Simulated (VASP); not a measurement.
# Ga (I4/mmm) in VASP: further runs, part 2 of 4

VASP 6.6.1. Earlier steps stand in the parts before.

**4. Single point, r2SCAN (16.81 Å³/atom)**

This run uses another cell than the first one, of 16.81 Å³/atom.

The input, POSCAR:

```
Ga
1.0
   -1.3759891281      1.3759891281      2.2191392927
    1.3759891281     -1.3759891281      2.2191392927
    1.3759891281      1.3759891281     -2.2191392927
Ga
1
Direct
    0.0000000000      0.0000000000      0.0000000000
```

The input, INCAR.step1:

```
PREC     = Accurate       # precision mode
ENCUT    = 520            # plane-wave cutoff, eV
ISMEAR   = 0              # smearing method
SIGMA    = 0.1            # smearing width, eV
LREAL    = F              # projectors in reciprocal space
LASPH    = T              # aspherical terms in the spheres
NELM     = 100            # most SCF steps
NBANDS   = 12             # bands
GGA      = PE             # functional
ALGO     = Normal         # electronic algorithm
EDIFF    = 1E-4           # SCF threshold, eV
LWAVE    = T              # write WAVECAR
LCHARG   = F              # write CHGCAR
```

The input, INCAR.step2:

```
PREC     = Accurate       # precision mode
ENCUT    = 520            # plane-wave cutoff, eV
EDIFF    = 1E-7           # SCF threshold, eV
ISMEAR   = 0              # smearing method
SIGMA    = 0.1            # smearing width, eV
LREAL    = F              # projectors in reciprocal space
LASPH    = T              # aspherical terms in the spheres
NELM     = 100            # most SCF steps
ALGO     = Normal         # electronic algorithm
ISIF     = 2              # what is computed and relaxed
LWAVE    = F              # write WAVECAR
LCHARG   = F              # write CHGCAR
METAGGA  = R2SCAN         # meta-GGA
LMIXTAU  = T            
NBANDS   = 12             # bands
ISTART   = 1
```

The input, KPOINTS:

```
regular mesh
0
Gamma
  20 20 20
```

Potentials or basis: VASP PAW PBE potentials, release 64 (Ga_d).

Started as:

```
$ cat potpaw_PBE.64/Ga_d/POTCAR > POTCAR
$ cp INCAR.step1 INCAR
$ mpirun -np 1 vasp_std > vasp.out
$ cp INCAR.step2 INCAR
$ mpirun -np 1 vasp_std > vasp.out
```

OUTCAR:

```text
PREC = Accurate
   ENCUT = 520
   EDIFF = 1E-7
   ISMEAR = 0
   LREAL = F
   LASPH = T
   NELM = 100
   ISIF = 2
   METAGGA = R2SCAN
   ISTART = 1

 ion  position               nearest neighbor table
   1  0.000  0.000  0.000-

  LATTYP: Found a body centered tetragonal cell.
 ALAT       =     2.7519782562
 C/A-ratio  =     1.6127593216

  Lattice vectors:

 A1 = (  -1.3759891281,   1.3759891281,   2.2191392927)
 A2 = (   1.3759891281,  -1.3759891281,   2.2191392927)
 A3 = (   1.3759891281,   1.3759891281,  -2.2191392927)

Analysis of symmetry for initial positions (statically):
=====================================================================
 Subroutine PRICEL returns:
 Original cell was already a primitive cell.

 Routine SETGRP: Setting up the symmetry group for a
 body centered tetragonal supercell.

 Subroutine GETGRP returns: Found 16 space group operations
 (whereof 16 operations were pure point group operations)
 out of a pool of 16 trial point group operations.

The static configuration has the point symmetry D_4h.

Analysis of symmetry for dynamics (positions and initial velocities):
=====================================================================
 Subroutine PRICEL returns:
 Original cell was already a primitive cell.

 Routine SETGRP: Setting up the symmetry group for a
 body centered tetragonal supercell.

 Subroutine GETGRP returns: Found 16 space group operations
 (whereof 16 operations were pure point group operations)
 out of a pool of 16 trial point group operations.

The dynamic configuration has the point symmetry D_4h.

 Subroutine INISYM returns: Found 16 space group operations
 (whereof 16 operations are pure point group operations),
 and found     1 'primitive' translations

----------------------------------------------------------------------------------------

                                     Primitive cell

[... 113 lines left out ...]
   METAGGA = R2SCAN    functional components
   LHFCALC =     F    Hartree Fock is set to
   AEXX    =    0.0000 exact exchange contribution
   IVDW    =     0    specifies the selected vdW correction
   LEPSILON=     F    determine dielectric tensor
   LRPA    =     F    only Hartree local field effects (RPA)
 non-spin polarized calculation
 Gauss-broadening in eV      SIGMA  =   0.10
  energy-cutoff  :      520.00
  volume of cell :       16.81
 maximum number of plane-waves:       469
 NGX is ok and might be reduce to    24
   NGX = 11   NGY = 11   NGZ = 11

 number of electron      13.0000007 magnetization

 Free energy of the ion-electron system (eV)
  ---------------------------------------------------
  ext. energy  EPLUGINS =         0.00000000
  ---------------------------------------------------
  free energy    TOTEN  =       -11.29675473 eV

  energy without entropy =      -11.29498688  energy(sigma->0) =      -11.29587081

 E-fermi :   6.6456     XC(G=0): -12.8609

 val. band max:        6.6409583817   @ k =  -0.1500   0.3000   0.1500
 cond. band min:       6.6463179293   @ k =  -0.4500   0.4500   0.2000
 fundamental gap:      0.0053595476
 Fermi energy:         6.6455670968

 k-point     1 :       0.0000    0.0000    0.0000
  band No.  band energies     occupation
      1      -9.1073      2.00000
      2      -8.9310      2.00000
      3      -8.9310      2.00000
      4      -8.9244      2.00000
      5      -8.7386      2.00000
      6      -6.0240      2.00000
      7      20.9508      0.00000
      8      20.9508      0.00000
      9      21.0525      0.00000
     10      24.1242      0.00000
     11      24.1614      0.00000
     12      25.0470      0.00000
[... 331 lines left out ...]
 k-point    24 :      -0.3500    0.0500    0.0000
  band No.  band energies     occupation
      1      -9.0829      2.00000
      2      -9.0361      2.00000
      3      -8.8949      2.00000
      4      -8.7651      2.00000
      5      -8.7274      2.00000
      6      -2.5195      2.00000
      7       7.3705      0.00000
      8      16.1801      0.00000
      9      19.5492      0.00000
     10      21.2921      0.00000
     11      23.3422      0.00000
     12      25.6469      0.00000

 [... further k-points ...]

------------------------ aborting loop because EDIFF is reached ----------------------------------------

  FORCE on cell =-STRESS in cart. coord.  units (eV):
  Direction    XX          YY          ZZ          XY          YZ          ZX
  --------------------------------------------------------------------------------------
  -------------------------------------------------------------------------------------
  Total        0.4538573      0.4538573      0.4445988      0.0000000      0.0000000      0.0000000
  in kB       43.2668525     43.2668525     42.3842280      0.0000000      0.0000000      0.0000000
  external PRESSURE =      42.9726443 kB  Pullay stress =       0.0000000 kB

 VOLUME and BASIS-vectors are now :
 -----------------------------------------------------------------------------
  energy-cutoff  :      520.00
  volume of cell :       16.81
      direct lattice vectors                 reciprocal lattice vectors
    -1.375989128  1.375989128  2.219139293     0.000000000  0.363374964  0.225312580
     1.375989128 -1.375989128  2.219139293     0.363374964  0.000000000  0.225312580
     1.375989128  1.375989128 -2.219139293     0.363374964  0.363374964  0.000000000

 POSITION                                       TOTAL-FORCE (eV/Angst)
 -----------------------------------------------------------------------------------
      0.00000      0.00000      0.00000         0.000000      0.000000      0.000000
 -----------------------------------------------------------------------------------
    total drift:                               -0.000000      0.000000     -0.000000

  FREE ENERGIE OF THE ION-ELECTRON SYSTEM (eV)
  ---------------------------------------------------
  free  energy   TOTEN  =       -11.2967547328 eV

  energy  without entropy=      -11.2949868843  energy(sigma->0) =      -11.29587081
```

It took 2.6 min on 1 thread of Intel Xeon 6975P-C (Granite Rapids), shared host; peak memory 0.24 GiB.

What came out:

```
Free energy            : -11.2968 eV
Pressure               : 4.3 GPa
Band gap on the k mesh : zero (an odd number of electrons rules out a gap without spin polarisation)
```

Stress tensor (GPa, compression positive):
```
4.33 0.00 0.00
0.00 4.33 0.00
0.00 0.00 4.24
```

Caveat: the cell stands under pressure; the PAW data sets were made with another functional, which shifts forces and pressure a little.

**5. Single point, r2SCAN (17.34 Å³/atom)**

This run uses another cell than the first one, of 17.34 Å³/atom.

The input, POSCAR:

```
Ga
1.0
   -1.3894702490      1.3894702490      2.2457424299
    1.3894702490     -1.3894702490      2.2457424299
    1.3894702490      1.3894702490     -2.2457424299
Ga
1
Direct
    0.0000000000      0.0000000000      0.0000000000
```

The input, INCAR.step1:

```
SYSTEM = Ga
PREC = Accurate
ENCUT = 520
ISMEAR = 0
SIGMA = 0.1
LREAL = .False.
LASPH = .True.
NELM = 60
NBANDS = 12
GGA = PE
ALGO = Normal
EDIFF = 1E-4
LWAVE = .True.
LCHARG = .False.
```

The input, INCAR.step2:

```
SYSTEM = Ga
PREC = Accurate
ENCUT = 520
EDIFF = 1E-6
ISMEAR = 0
SIGMA = 0.1
LREAL = .False.
LASPH = .True.
NELM = 60
ALGO = Normal
ISIF = 2
LWAVE = .False.
LCHARG = .False.
METAGGA = R2SCAN
LMIXTAU = .True.
NBANDS = 12
ISTART = 1
```

The input, KPOINTS:

```
Automatic mesh
0
Gamma
  20 20 20
  0 0 0
```

Potentials or basis: VASP PAW PBE potentials, release 64 (Ga_d).

Started as:

```
$ cat potpaw_PBE.64/Ga_d/POTCAR > POTCAR
$ cp INCAR.step1 INCAR
$ mpirun -np 1 vasp_std > vasp.out
$ cp INCAR.step2 INCAR
$ mpirun -np 1 vasp_std > vasp.out
```

OUTCAR:

```text
SYSTEM = Ga
   PREC = Accurate
   ENCUT = 520
   EDIFF = 1E-6
   ISMEAR = 0
   LREAL = .False.
   LASPH = .True.
   NELM = 60
   ISIF = 2
   METAGGA = R2SCAN
   ISTART = 1

 ion  position               nearest neighbor table
   1  0.000  0.000  0.000-

  LATTYP: Found a body centered tetragonal cell.
 ALAT       =     2.7789404980
 C/A-ratio  =     1.6162580174

  Lattice vectors:

 A1 = (  -1.3894702490,   1.3894702490,   2.2457424299)
 A2 = (   1.3894702490,  -1.3894702490,   2.2457424299)
 A3 = (   1.3894702490,   1.3894702490,  -2.2457424299)

Analysis of symmetry for initial positions (statically):
=====================================================================
 Subroutine PRICEL returns:
 Original cell was already a primitive cell.

 Routine SETGRP: Setting up the symmetry group for a
 body centered tetragonal supercell.

 Subroutine GETGRP returns: Found 16 space group operations
 (whereof 16 operations were pure point group operations)
 out of a pool of 16 trial point group operations.

The static configuration has the point symmetry D_4h.

Analysis of symmetry for dynamics (positions and initial velocities):
=====================================================================
 Subroutine PRICEL returns:
 Original cell was already a primitive cell.

 Routine SETGRP: Setting up the symmetry group for a
 body centered tetragonal supercell.

 Subroutine GETGRP returns: Found 16 space group operations
 (whereof 16 operations were pure point group operations)
 out of a pool of 16 trial point group operations.

The dynamic configuration has the point symmetry D_4h.

 Subroutine INISYM returns: Found 16 space group operations
 (whereof 16 operations are pure point group operations),
 and found     1 'primitive' translations

----------------------------------------------------------------------------------------

                                     Primitive cell

  volume of cell :      17.3428
[... 114 lines left out ...]
   AEXX    =    0.0000 exact exchange contribution
   IVDW    =     0    specifies the selected vdW correction
   LEPSILON=     F    determine dielectric tensor
   LRPA    =     F    only Hartree local field effects (RPA)
 non-spin polarized calculation
 Gauss-broadening in eV      SIGMA  =   0.10
  energy-cutoff  :      520.00
  volume of cell :       17.34
 maximum number of plane-waves:       485
 NGX is ok and might be reduce to    24
   NGX = 11   NGY = 11   NGZ = 11

 number of electron      13.0000000 magnetization

 Free energy of the ion-electron system (eV)
  ---------------------------------------------------
  ext. energy  EPLUGINS =         0.00000000
  ---------------------------------------------------
  free energy    TOTEN  =       -11.30693120 eV

  energy without entropy =      -11.30522061  energy(sigma->0) =      -11.30607590

 E-fermi :   6.3130     XC(G=0): -12.6702

 val. band max:        6.3085279763   @ k =   0.3000   0.2000   0.0500
 cond. band min:       6.3133901885   @ k =  -0.2500   0.5000   0.2500
 fundamental gap:      0.0048622122
 Fermi energy:         6.3129955881

 k-point     1 :       0.0000    0.0000    0.0000
  band No.  band energies     occupation
      1      -9.3836      2.00000
      2      -9.2171      2.00000
      3      -9.2171      2.00000
      4      -9.2150      2.00000
      5      -9.0376      2.00000
      6      -6.0729      2.00000
      7      20.2399      0.00000
      8      20.2400      0.00000
      9      20.2892      0.00000
     10      23.5134      0.00000
     11      23.6439      0.00000
     12      24.4274      0.00000
[... 331 lines left out ...]
 k-point    24 :      -0.3500    0.0500    0.0000
  band No.  band energies     occupation
      1      -9.3543      2.00000
      2      -9.3168      2.00000
      3      -9.1829      2.00000
      4      -9.0635      2.00000
      5      -9.0292      2.00000
      6      -2.6513      2.00000
      7       7.0248      0.00000
      8      15.6016      0.00000
      9      18.9162      0.00000
     10      20.6436      0.00000
     11      22.8072      0.00000
     12      24.9890      0.00000

 [... further k-points ...]

------------------------ aborting loop because EDIFF is reached ----------------------------------------

  FORCE on cell =-STRESS in cart. coord.  units (eV):
  Direction    XX          YY          ZZ          XY          YZ          ZX
  --------------------------------------------------------------------------------------
  -------------------------------------------------------------------------------------
  Total        0.2130210      0.2130210      0.2040783      0.0000000      0.0000000      0.0000000
  in kB       19.6795222     19.6795222     18.8533645      0.0000000      0.0000000      0.0000000
  external PRESSURE =      19.4041363 kB  Pullay stress =       0.0000000 kB

 VOLUME and BASIS-vectors are now :
 -----------------------------------------------------------------------------
  energy-cutoff  :      520.00
  volume of cell :       17.34
      direct lattice vectors                 reciprocal lattice vectors
    -1.389470249  1.389470249  2.245742430     0.000000000  0.359849375  0.222643520
     1.389470249 -1.389470249  2.245742430     0.359849375  0.000000000  0.222643520
     1.389470249  1.389470249 -2.245742430     0.359849375  0.359849375  0.000000000

 POSITION                                       TOTAL-FORCE (eV/Angst)
 -----------------------------------------------------------------------------------
      0.00000      0.00000      0.00000         0.000000      0.000000      0.000000
 -----------------------------------------------------------------------------------
    total drift:                               -0.000000      0.000000     -0.000000

  FREE ENERGIE OF THE ION-ELECTRON SYSTEM (eV)
  ---------------------------------------------------
  free  energy   TOTEN  =       -11.3069311960 eV

  energy  without entropy=      -11.3052206124  energy(sigma->0) =      -11.30607590
```

OUTCAR.step1:

```text
SYSTEM = Ga
   PREC = Accurate
   ENCUT = 520
   ISMEAR = 0
   LREAL = .False.
   LASPH = .True.
   NELM = 60
[... 578 lines left out ...]
 -----------------------------------------------------------------------------------
      0.00000      0.00000      0.00000         0.000000      0.000000      0.000000
 -----------------------------------------------------------------------------------
    total drift:                                0.000000      0.000000     -0.000000

  FREE ENERGIE OF THE ION-ELECTRON SYSTEM (eV)
  ---------------------------------------------------
  free  energy   TOTEN  =        -2.8641680305 eV

  energy  without entropy=       -2.8623327434  energy(sigma->0) =       -2.86325039
```

OSZICAR.step1:

```text
N       E                     dE             d eps       ncg     rms          rms(c)
DAV:   1     0.429944578683E+02    0.42994E+02   -0.66657E+03 16856   0.192E+03
DAV:   2    -0.874699126927E+00   -0.43869E+02   -0.42127E+02 16224   0.262E+02
DAV:   3    -0.288002594074E+01   -0.20053E+01   -0.20008E+01 17636   0.448E+01
DAV:   4    -0.289559616440E+01   -0.15570E-01   -0.15568E-01 17672   0.419E+00
DAV:   5    -0.289575650059E+01   -0.16034E-03   -0.16033E-03 18300   0.409E-01    0.941E-01
DAV:   6    -0.287069816433E+01    0.25058E-01   -0.39221E-02 19324   0.419E+00    0.473E-01
DAV:   7    -0.286483071669E+01    0.58674E-02   -0.74529E-03 21940   0.155E+00    0.126E-01
DAV:   8    -0.286416451395E+01    0.66620E-03   -0.70859E-04 17904   0.495E-01    0.920E-03
DAV:   9    -0.286416803048E+01   -0.35165E-05   -0.64786E-06 11056   0.404E-02
   1 F= -.28641680E+01 E0= -.28632504E+01  d E =-.183529E-02
```

It took 2.5 min on 1 thread of Intel Xeon 6975P-C (Granite Rapids), shared host; peak memory 0.25 GiB.

Results:

```
Free energy            : -11.3069 eV
Pressure               : 1.9 GPa
Band gap on the k mesh : zero (an odd number of electrons rules out a gap without spin polarisation)
```

Levels at points of the mesh, in eV from the Fermi level:
```tsv
k point	band 2	band 3	band 4	band 5	band 6	band 7	band 8	band 9	band 10	band 11
(0.00, 0.00, 0.00)	-15.53	-15.53	-15.53	-15.35	-12.39	13.93	13.93	13.98	17.20	17.33
(0.50, 0.00, 0.00)	-15.66	-15.51	-15.33	-15.28	-5.20	-4.68	9.02	13.01	13.20	16.88
(0.50, 0.50, 0.00)	-15.75	-15.33	-15.32	-15.19	-2.51	-1.06	4.17	5.39	8.47	8.84
(0.50, 0.50, 0.50)	-15.75	-15.29	-15.29	-15.29	-4.21	-4.20	7.18	7.18	10.33	11.84
```

Caveat: the PAW data sets were made with another functional, which shifts forces and pressure a little.

[end of part 2 of 4]
